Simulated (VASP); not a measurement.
Here is a VASP 6.6.1 calculation.

Contents of INCAR:

```
ALGO = Fast ; EDIFF = 1E-6
EDIFFG = -0.04 ; ENCUT = 600
GGA = PE ; IBRION = 2
ISIF = 3 ; ISMEAR = 0
LASPH = T ; LCHARG = F
LREAL = F ; LWAVE = F
NELM = 80 ; NSW = 90
PREC = Accurate ; SIGMA = 0.1
```

Contents of KPOINTS:

```
k-points
0
Gamma
  4 4 2
```

File POSCAR:

```
RbNaPt6
1.0
    4.2537802100      0.0000000000      0.0000000000
    0.0000000000      4.2537802100      0.0000000000
    0.0000000000      0.0000000000      8.4816675000
Rb Na Pt
1 1 6
Direct
    0.0000000000      0.0000000000      0.0000000000
    0.0000000000      0.0000000000      0.5000000000
    0.5000000000      0.5000000000      0.0000000000
    0.5000000000      0.5000000000      0.5000000000
    0.5000000000      0.0000000000      0.2415597400
    0.5000000000      0.0000000000      0.7584402600
    0.0000000000      0.5000000000      0.2415597400
    0.0000000000      0.5000000000      0.7584402600
```

Potentials or basis: VASP PAW PBE potentials, release 64 (Rb_sv, Na_pv, Pt).

Launch:

```console
$ cat potpaw_PBE.64/Rb_sv/POTCAR potpaw_PBE.64/Na_pv/POTCAR potpaw_PBE.64/Pt/POTCAR > POTCAR
$ mpirun -np 1 vasp_std > vasp.out
```

(1) Predict the band gap on the k mesh.

(2) Estimate the space group after relaxing (to 0.1 Å).

(3) Estimate the relaxed volume.

Results:

(1) zero (bands 38 and 39 overlap by 1.08 eV).

(2) P4/mmm (No. 123).

(3) 17.55 Å³/atom.

Caveat: the k points lie up to 0.38 Å⁻¹ apart in the final cell, too coarse for converged energies and pressures of a metal; spin-orbit coupling is left out, which moves the levels of the heavy elements.
